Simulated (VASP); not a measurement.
**Sc5Mo: single point with PBE**

The system is Sc5Mo.

```
CELL_PARAMETERS angstrom
6.66326 0.00000 0.00000
0.00000 6.66326 0.00000
0.00000 0.00000 5.04371
ATOMIC_POSITIONS crystal
Sc 0.73817 0.73817 0.00000
Sc 0.26183 0.26183 0.00000
Sc 0.26183 0.73817 0.00000
Sc 0.73817 0.26183 0.00000
Sc 0.00000 0.00000 0.50000
Mo 0.00000 0.00000 0.00000
```

The cell was built from a structure type or drawn by symmetry, and may not be a known phase.

```json
{"Program": "VASP 6.6.1", "Task": "single point", "Functional": "PBE", "Potentials or basis": "VASP PAW PBE potentials, release 64 (Sc_sv, Mo_sv)", "Cutoff": "520 eV", "k mesh": "6 × 6 × 8", "Occupations": "gaussian, width 0.1 eV", "Spin": "no spin polarisation"}
```

| Quantity | Value |
| --- | --- |
| Pressure | 0.1 GPa |
| Largest force | 0.055 eV/Å |
| Band gap on the k mesh | zero (an odd number of electrons rules out a gap without spin polarisation) |

Forces in eV/Å, atoms in the order of the input:
```
Sc  -0.039 -0.039  0.000
Sc   0.039  0.039  0.000
Sc   0.039 -0.039  0.000
Sc  -0.039  0.039  0.000
Sc   0.000  0.000  0.000
Mo   0.000  0.000  0.000
```

Stress tensor (GPa, compression positive):
```
0.17 0.00 0.00
0.00 0.17 0.00
0.00 0.00 0.09
```

Levels at points of the mesh, in eV from the Fermi level:
| k point | band 30 | band 31 | band 32 | band 33 | band 34 | band 35 | band 36 | band 37 | band 38 | band 39 |
| --- | --- | --- | --- | --- | --- | --- | --- | --- | --- | --- |
| (0.00, 0.00, 0.00) | -1.17 | -0.98 | -0.98 | -0.75 | -0.20 | 0.04 | 0.07 | 0.11 | 0.42 | 0.60 |
| (0.50, 0.00, 0.00) | -1.79 | -1.39 | -0.44 | -0.31 | -0.05 | 0.13 | 0.20 | 0.22 | 0.36 | 0.44 |
| (0.50, 0.50, 0.00) | -1.80 | -1.80 | -1.48 | -0.60 | 0.41 | 0.45 | 0.56 | 0.56 | 0.63 | 0.68 |
| (0.00, 0.00, 0.50) | -1.08 | -0.78 | -0.78 | -0.73 | -0.39 | -0.39 | 0.04 | 0.60 | 0.72 | 0.83 |
| (0.50, 0.00, 0.50) | -1.45 | -1.28 | -0.43 | -0.24 | -0.23 | -0.10 | -0.04 | 0.17 | 0.25 | 0.72 |
| (0.50, 0.50, 0.50) | -1.21 | -1.19 | -1.19 | -0.16 | -0.02 | 0.04 | 0.31 | 0.31 | 0.41 | 0.41 |

Run time: 22 min on 1 thread of Intel(R) Xeon(R) Platinum 8259CL CPU @ 2.50GHz (Skylake/Cascade Lake) (shared host), peak memory 0.56 GiB.
